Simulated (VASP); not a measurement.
# BAs (F-43m) in VASP: settings compared

The runs below take BAs through single point, with PBE, r2SCAN.

Program: VASP 6.6.1. These are calculated values, not measurements. Logs are shortened: lines on timing, memory, paths and dates and some standing lists are left out, and cuts for length are marked.

## Step 1: The cell of the first run

Symmetry: F-43m, No. 216, cubic system. The conventional cell has a = 4.809 Å, b = 4.809 Å, c = 4.809 Å, α = 90.00°, β = 90.00°, γ = 90.00°. Within 2.8 Å of B (site symmetry -43m) lie 4 As at 2.08 Å. As (site symmetry -43m) has 4 B at 2.08 Å within 2.8 Å.

## Step 2: Single point, PBE

The input, INCAR:

```
PREC = Accurate ; ENCUT = 500
EDIFF = 1E-6 ; ISMEAR = -1
SIGMA = 0.01 ; LREAL = False
LASPH = True ; NELM = 120
ALGO = Normal ; ISIF = 2
LWAVE = False ; LCHARG = False
GGA = PE ; NBANDS = 11
GGA_COMPAT = False
```

The input, KPOINTS:

```
regular mesh
0
Gamma
  10 10 10
```

The input, POSCAR:

```
BAs
1.0
    0.0000000000      2.4046708983      2.4046708983
    2.4046708983      0.0000000000      2.4046708983
    2.4046708983      2.4046708983      0.0000000000
B As
1 1
Direct
    0.7500000000      0.7500000000      0.7500000000
    0.0000000000      0.0000000000      0.0000000000
```

Potentials or basis: VASP PAW PBE potentials, release 64 (B, As).

Started as:

```
$ cat potpaw_PBE.64/B/POTCAR potpaw_PBE.64/As/POTCAR > POTCAR
$ mpirun -np 1 vasp_std > vasp.out
```

OUTCAR:

```text
PREC = Accurate
   ENCUT = 500
   EDIFF = 1E-6
   ISMEAR = -1
   LREAL = False
   LASPH = True
   NELM = 120
   ISIF = 2
   GGA = PE

 ion  position               nearest neighbor table
   1  0.750  0.750  0.750-   2 2.08   2 2.08   2 2.08   2 2.08
   2  0.000  0.000  0.000-   1 2.08   1 2.08   1 2.08   1 2.08

  LATTYP: Found a face centered cubic cell.
 ALAT       =     4.8093417966

  Lattice vectors:

 A1 = (   0.0000000000,   2.4046708983,   2.4046708983)
 A2 = (   2.4046708983,   0.0000000000,   2.4046708983)
 A3 = (   2.4046708983,   2.4046708983,   0.0000000000)

Analysis of symmetry for initial positions (statically):
=====================================================================
 Subroutine PRICEL returns:
 Original cell was already a primitive cell.

 Routine SETGRP: Setting up the symmetry group for a
 face centered cubic supercell.

 Subroutine GETGRP returns: Found 24 space group operations
 (whereof 24 operations were pure point group operations)
 out of a pool of 48 trial point group operations.

The static configuration has the point symmetry T_d .

Analysis of symmetry for dynamics (positions and initial velocities):
=====================================================================
 Subroutine PRICEL returns:
 Original cell was already a primitive cell.

 Routine SETGRP: Setting up the symmetry group for a
 face centered cubic supercell.

 Subroutine GETGRP returns: Found 24 space group operations
 (whereof 24 operations were pure point group operations)
 out of a pool of 48 trial point group operations.

The dynamic configuration has the point symmetry T_d .

 Subroutine INISYM returns: Found 24 space group operations
 (whereof 24 operations are pure point group operations),
 and found     1 'primitive' translations

----------------------------------------------------------------------------------------

                                     Primitive cell

  volume of cell :      27.8097

  direct lattice vectors                    reciprocal lattice vectors
     0.000000000  2.404670898  2.404670898    -0.207928661  0.207928661  0.207928661
     2.404670898  0.000000000  2.404670898     0.207928661 -0.207928661  0.207928661
     2.404670898  2.404670898  0.000000000     0.207928661  0.207928661 -0.207928661

  length of vectors
     3.400718197  3.400718197  3.400718197     0.360143005  0.360143005  0.360143005

  position of ions in fractional coordinates (direct lattice)
     0.750000000  0.750000000  0.750000000
     0.000000000  0.000000000  0.000000000

  ion indices of the primitive-cell ions
   primitive index   ion index
                 1           1
                 2           2

----------------------------------------------------------------------------------------

 KPOINTS: regular mesh

Automatic generation of k-mesh.
 Grid dimensions read from file:
 generate k-points for:   10   10   10

 Generating k-lattice:

  Cartesian coordinates                     Fractional coordinates (reciprocal lattice)
    -0.020792866  0.020792866  0.020792866     0.100000000  0.000000000  0.000000000
     0.020792866 -0.020792866  0.020792866     0.000000000  0.100000000  0.000000000
     0.020792866  0.020792866 -0.020792866     0.000000000  0.000000000  0.100000000

  Length of vectors
     0.036014301  0.036014301  0.036014301

  Shift w.r.t. Gamma in fractional coordinates (k-lattice)
     0.000000000  0.000000000  0.000000000

 Subroutine IBZKPT returns following result:
 ===========================================

 Found     47 irreducible k-points:

 Following reciprocal coordinates:
            Coordinates               Weight
  0.000000  0.000000  0.000000      1.000000
  0.100000  0.000000  0.000000      8.000000
  0.200000  0.000000  0.000000      8.000000
  0.300000  0.000000  0.000000      8.000000
  0.400000  0.000000  0.000000      8.000000
  0.500000  0.000000  0.000000      4.000000
[... 16 lines left out ...]
  0.300000  0.300000  0.000000      6.000000
  0.400000  0.300000  0.000000     24.000000
 [... further k-points ...]
   k-points           NKPTS =     47   k-points in BZ     NKDIM =     47   number of bands    NBANDS=     11
   number of dos      NEDOS =    301   number of ions     NIONS =      2
   total plane-waves  NPLWV =  21952
   dimension x,y,z NGX =    28 NGY =   28 NGZ =   28
   dimension x,y,z NGXF=    56 NGYF=   56 NGZF=   56
   ions per type =               1   1
   NGX,Y,Z   is equivalent  to a cutoff of  13.69, 13.69, 13.69 a.u.
   NGXF,Y,Z  is equivalent  to a cutoff of  27.38, 27.38, 27.38 a.u.
 SYSTEM =  unknown system
   PREC   = accura    normal or accurate (medium, high low for compatibility)
   ISTART =      0    job   : 0-new  1-cont  2-samecut
   ICHARG =      2    charge: 1-file 2-atom 10-const
   ISPIN  =      1    spin polarized calculation?
   LNONCOLLINEAR =      F non collinear calculations
   LSORBIT =      F    spin-orbit coupling
   LASPH  =      T    aspherical Exc in radial PAW
   ENCUT  =  500.0 eV  36.75 Ry    6.06 a.u.   6.20  6.20  6.20*2*pi/ulx,y,z
   NELM   =    120;   NELMIN=  2; NELMDL= -5     # of ELM steps
   EDIFF  = 0.1E-05   stopping-criterion for ELM
   LREAL  =      F    real-space projection
   EDIFFG = 0.1E-04   stopping-criterion for IOM
   NSW    =      0    number of steps for IOM
   IBRION =     -1    ionic relax: 0-MD 1-quasi-New 2-CG
   NFREE  =      0    steps in history (QN), initial steepest desc. (CG)
   ISIF   =      2    stress and relaxation
   ISYM   =      2    0-nonsym 1-usesym 2-fastsym
   POTIM  = 0.5000    time-step for ionic-motion
   TEBEG  =    0.0;   TEEND  =   0.0 temperature during run
   PSTRESS=    0.0 pullay stress
   NELECT =       8.0000    total number of electrons
   NUPDOWN=      -1.0000    fix difference up-down
   EMIN   =  10.00;   EMAX   =-10.00  energy-range for DOS
   EFERMI =   0.00;   METHOD = LEGACY
   ISMEAR =    -1;   SIGMA  =   0.01  broadening in eV -4-tet -1-fermi 0-gaus
   EFERMI_NEDOS =   21; number of points for ismear=-14 and -15
   IALGO  =     38    algorithm
   IMIX   =      4    mixing-type and parameters
     AMIX     =   0.40;   BMIX     =  1.00
     AMIX_MAG =   1.60;   BMIX_MAG =  1.00
  volume/ion in A,a.u.               =      13.90        93.83
  Fermi-wavevector in a.u.,A,eV,Ry     =   1.080702  2.042230 15.890465  1.167916
  Thomas-Fermi vector in A             =   2.216699
   LORBIT       =      0    0 simple, 1 ext, 2 COOP (PROOUT), +10 PAW based schemes
   GGA     = PE    functional components
   LHFCALC =     F    Hartree Fock is set to
   AEXX    =    0.0000 exact exchange contribution
   IVDW    =     0    specifies the selected vdW correction
   LEPSILON=     F    determine dielectric tensor
   LRPA    =     F    only Hartree local field effects (RPA)
 non-spin polarized calculation
  energy-cutoff  :      500.00
  volume of cell :       27.81
 maximum number of plane-waves:       725
 NGX is ok and might be reduce to    28
   NGX = 13   NGY = 13   NGZ = 13

 number of electron       8.0000000 magnetization

 Free energy of the ion-electron system (eV)
  ---------------------------------------------------
  ext. energy  EPLUGINS =         0.00000000
  ---------------------------------------------------
  free energy    TOTEN  =       -11.41316938 eV

  energy without entropy =      -11.41316938  energy(sigma->0) =      -11.41316938

 E-fermi :   6.1522     XC(G=0): -10.4968

 val. band max:        5.9048068772   @ k =   0.0000   0.0000   0.0000
 cond. band min:       7.1010081376   @ k =   0.4000   0.4000   0.0000
 fundamental gap:      1.1962012603
 Fermi energy:         6.1521599402

 k-point     1 :       0.0000    0.0000    0.0000
  band No.  band energies     occupation
      1      -9.3133      2.00000
      2       5.9048      2.00000
      3       5.9048      2.00000
      4       5.9048      2.00000
      5       9.1562      0.00000
      6       9.1562      0.00000
      7       9.1562      0.00000
      8      10.3356      0.00000
      9      15.3904      0.00000
     10      18.7739      0.00000
     11      18.7739      0.00000

 k-point     2 :       0.1000    0.0000    0.0000
  band No.  band energies     occupation
      1      -9.1521      2.00000
      2       4.5210      2.00000
      3       5.6102      2.00000
      4       5.6102      2.00000
      5       9.2589      0.00000
      6       9.5448      0.00000
      7       9.5448      0.00000
      8      11.2554      0.00000
      9      16.0212      0.00000
     10      17.7315      0.00000
     11      17.7315      0.00000

 k-point     3 :       0.2000    0.0000    0.0000
  band No.  band energies     occupation
      1      -8.6772      2.00000
      2       2.1885      2.00000
      3       5.0471      2.00000
      4       5.0471      2.00000
      5       9.0133      0.00000
      6      10.2510      0.00000
      7      10.2510      0.00000
      8      12.9212      0.00000
      9      17.0165      0.00000
     10      17.0218      0.00000
     11      17.0218      0.00000

 k-point     4 :       0.3000    0.0000    0.0000
  band No.  band energies     occupation
      1      -7.9256      2.00000
      2      -0.0647      2.00000
      3       4.5478      2.00000
      4       4.5478      2.00000
      5       8.7310      0.00000
      6      10.6574      0.00000
      7      10.6574      0.00000
      8      14.2375      0.00000
      9      17.1358      0.00000
     10      17.4502      0.00000
     11      17.4502      0.00000
[... 239 lines left out ...]
 k-point    22 :      -0.2000    0.2000    0.0000
  band No.  band energies     occupation
      1      -7.6674      2.00000
      2       0.4870      2.00000
      3       1.9169      2.00000
      4       4.6363      2.00000
      5       9.7612      0.00000
      6      10.9692      0.00000
      7      11.8320      0.00000
      8      12.8105      0.00000
      9      15.7607      0.00000
     10      18.3999      0.00000
     11      19.8773      0.00000

 k-point    23 :       0.3000    0.3000    0.0000
  band No.  band energies     occupation
      1      -7.4352      2.00000
      2       0.7198      2.00000
      3       2.7832      2.00000
      4       2.7832      2.00000
      5       7.3144      0.00000
      6       9.5502      0.00000
      7      14.2306      0.00000
      8      14.2306      0.00000
      9      16.7231      0.00000
     10      20.7381      0.00000
     11      20.8949      0.00000

 k-point    24 :       0.4000    0.3000    0.0000
  band No.  band energies     occupation
      1      -6.7244      2.00000
      2      -0.4989      2.00000
      3       2.0120      2.00000
      4       2.4916      2.00000
      5       7.6114      0.00000
      6       9.2929      0.00000
      7      14.5974      0.00000
      8      14.8410      0.00000
      9      17.7826      0.00000
     10      21.4649      0.00000
     11      21.6452      0.00000

 [... further k-points ...]

------------------------ aborting loop because EDIFF is reached ----------------------------------------

  FORCE on cell =-STRESS in cart. coord.  units (eV):
  Direction    XX          YY          ZZ          XY          YZ          ZX
  --------------------------------------------------------------------------------------
  -------------------------------------------------------------------------------------
  Total        0.1027905      0.1027905      0.1027905     -0.0000000      0.0000000     -0.0000000
  in kB        5.9219737      5.9219737      5.9219737     -0.0000000      0.0000000     -0.0000000
  external PRESSURE =       5.9219737 kB  Pullay stress =       0.0000000 kB

 VOLUME and BASIS-vectors are now :
 -----------------------------------------------------------------------------
  energy-cutoff  :      500.00
  volume of cell :       27.81
      direct lattice vectors                 reciprocal lattice vectors
     0.000000000  2.404670898  2.404670898    -0.207928661  0.207928661  0.207928661
     2.404670898  0.000000000  2.404670898     0.207928661 -0.207928661  0.207928661
     2.404670898  2.404670898  0.000000000     0.207928661  0.207928661 -0.207928661

 POSITION                                       TOTAL-FORCE (eV/Angst)
 -----------------------------------------------------------------------------------
      3.60701      3.60701      3.60701         0.000000      0.000000      0.000000
      0.00000      0.00000      0.00000        -0.000000     -0.000000     -0.000000
 -----------------------------------------------------------------------------------
    total drift:                               -0.000000     -0.000000     -0.000000

  FREE ENERGIE OF THE ION-ELECTRON SYSTEM (eV)
  ---------------------------------------------------
  free  energy   TOTEN  =       -11.4131693774 eV

  energy  without entropy=      -11.4131693774  energy(sigma->0) =      -11.41316938
```

It took 23 s on 1 thread of Intel Xeon 8259CL, shared host; peak memory 0.16 GiB.

Results:

* Free energy: -11.4132 eV
* Pressure: 0.6 GPa
* Band gap on the k mesh: 1.20 eV (least direct gap 3.25 eV)

Levels at points of the mesh, in eV from the valence-band top:
```
           k point  band 2  band 3  band 4  band 5  band 6  band 7
(0.00, 0.00, 0.00)    0.00    0.00    0.00    3.25    3.25    3.25
(0.50, 0.00, 0.00)   -8.64   -1.79   -1.79    2.57    4.76    4.76
(0.50, 0.50, 0.00)   -8.42   -4.00   -4.00    1.45    1.46   11.17
```

A k mesh can miss the band edges.

## Step 3: Single point, r2SCAN

POSCAR, as its differences from that of step 2:

```diff
@@ -8,3 +8,3 @@
 Direct
-    0.7500000000      0.7500000000      0.7500000000
+    0.7500000005      0.7500000005      0.7500000005
     0.0000000000      0.0000000000      0.0000000000
```

The input, INCAR.step1:

```
PREC = Accurate
ENCUT = 550
ISMEAR = -1
SIGMA = 0.01
LREAL = F
LASPH = T
NELM = 120
NBANDS = 11
GGA = PE
ALGO = Normal
EDIFF = 1E-5
LWAVE = T
LCHARG = F
GGA_COMPAT = F
```

The input, INCAR.step2:

```
PREC = Accurate
ENCUT = 550
EDIFF = 1E-6
ISMEAR = -1
SIGMA = 0.01
LREAL = F
LASPH = T
NELM = 120
ALGO = Normal
ISIF = 2
LWAVE = F
LCHARG = T
METAGGA = R2SCAN
LMIXTAU = T
LELF = T
LVHAR = T
NBANDS = 11
ISTART = 1
GGA_COMPAT = F
```

KPOINTS is that of step 2.

Potentials or basis: VASP PAW PBE potentials, release 64 (B, As).

Started as:

```
$ cat potpaw_PBE.64/B/POTCAR potpaw_PBE.64/As/POTCAR > POTCAR
$ cp INCAR.step1 INCAR
$ mpirun -np 1 vasp_std > vasp.out
$ cp INCAR.step2 INCAR
$ mpirun -np 1 vasp_std > vasp.out
```

Run time: 99 s. Hardware: 1 thread of Intel Xeon 8259CL, shared host; peak memory 0.17 GiB.

It converged, with:

```yaml
Free_energy: -22.2544 eV
Pressure: -2.0 GPa
Band_gap_on_the_k_mesh: 1.39 eV (least direct gap 3.42 eV)
```

Levels at points of the mesh, in eV from the valence-band top:
```
           k point  band 1  band 2  band 3  band 4  band 5  band 6  band 7  band 8  band 9
(0.00, 0.00, 0.00)  -15.97    0.00    0.00    0.00    3.42    3.42    3.42    4.88   10.27
(0.50, 0.00, 0.00)  -13.02   -9.09   -1.90   -1.90    2.85    5.04    5.04    9.53   13.48
(0.50, 0.50, 0.00)  -11.62   -8.95   -4.22   -4.22    1.64    1.71   11.96   11.96   13.69
```

Caveat: the PAW data sets were made with another functional, which shifts forces and pressure a little.
